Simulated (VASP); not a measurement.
A run of VASP 6.6.1:

INCAR

```
SYSTEM = TiB2
ALGO     = Normal         ! electronic algorithm
EDIFF    = 1E-7           ! SCF threshold, eV
ENCUT    = 520            ! plane-wave cutoff, eV
GGA      = PS             ! functional
ISIF     = 2              ! what is computed and relaxed
ISMEAR   = -1             ! smearing method
IVDW     = 13             ! dispersion correction
LASPH    = .TRUE.         ! aspherical terms in the spheres
LCHARG   = .FALSE.        ! write CHGCAR
LREAL    = .FALSE.        ! projectors in reciprocal space
LWAVE    = .FALSE.        ! write WAVECAR
NBANDS   = 16             ! bands
NELM     = 60             ! most SCF steps
PREC     = Accurate       ! precision mode
SIGMA    = 0.05           ! smearing width, eV
```

KPOINTS

```
k-points
0
G
  10 10 8
  0 0 0
```

Contents of POSCAR:

```
TiB2
1.0
    3.0039009192      0.0000000000      0.0000000000
   -1.5019504596      2.6014545065      0.0000000000
    0.0000000000      0.0000000000      3.1603485381
Ti B
1 2
Direct
    0.0000000000      0.0000000000      0.0000000000
    0.6666666667      0.3333333333      0.5000000000
    0.3333333333      0.6666666667      0.5000000000
```

Potentials or basis: VASP PAW PBE potentials, release 64 (Ti_sv, B).

Command:

```bash
$ cat potpaw_PBE.64/Ti_sv/POTCAR potpaw_PBE.64/B/POTCAR > POTCAR
$ mpirun -np 1 vasp_std > vasp.out
```

Hardware: 1 thread of Intel Xeon 8259CL, with other jobs on the host.

Q: How long does it take, and how much memory?

A: Run time: 43 s on 1 thread of Intel Xeon 8259CL, with other jobs on the host, peak memory 0.15 GiB. Counts: scf iterations 15, k points 70.
